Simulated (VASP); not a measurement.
Input of a VASP 6.6.1 run:

INCAR

```
  ALGO = Normal
  DIPOL = 0.5 0.5 0.499
  EDIFF = 1E-7
  ENCUT = 520
  GGA = PE
  IDIPOL = 3
  ISIF = 2
  ISMEAR = 0
  IVDW = 12
  LASPH = T
  LCHARG = F
  LDIPOL = T
  LREAL = F
  LWAVE = F
  NBANDS = 31
  NELM = 100
  PREC = Accurate
  SIGMA = 0.05
```

File KPOINTS:

```
k-points
0
Gamma
  8 7 1
```

The input POSCAR:

```
C
1.0
    3.6473242347      0.0000000000      0.0000000000
   -1.6658829406      3.9310150970      0.0000000000
    0.0000000000      0.0000000000     18.9299148964
C
10
Direct
    0.5001799340      0.3333933113      0.3697850750
    0.4998200660      0.6666066887      0.3697850750
    0.5001799340      0.8333933113      0.4348925375
    0.4998200660      0.1666066887      0.4348925375
    0.5000212339      0.3353169667      0.4999765081
    0.4999787661      0.6646830333      0.4999765081
    0.5001286265      0.8366480408      0.5653482709
    0.4998713735      0.1633519592      0.5653482709
    0.4997623712      0.3544335279      0.6249873937
    0.5002376288      0.6455664721      0.6249873937
```

Potentials or basis: VASP PAW PBE potentials, release 64 (C).

The run is started by

```bash
$ cat potpaw_PBE.64/C/POTCAR > POTCAR
$ mpirun -np 1 vasp_std > vasp.out
```

(1) What does it give for the largest force?

(2) Predict the dispersion energy per atom.

## Answers

(1) 6.777 eV/Å.

(2) -0.117 eV.
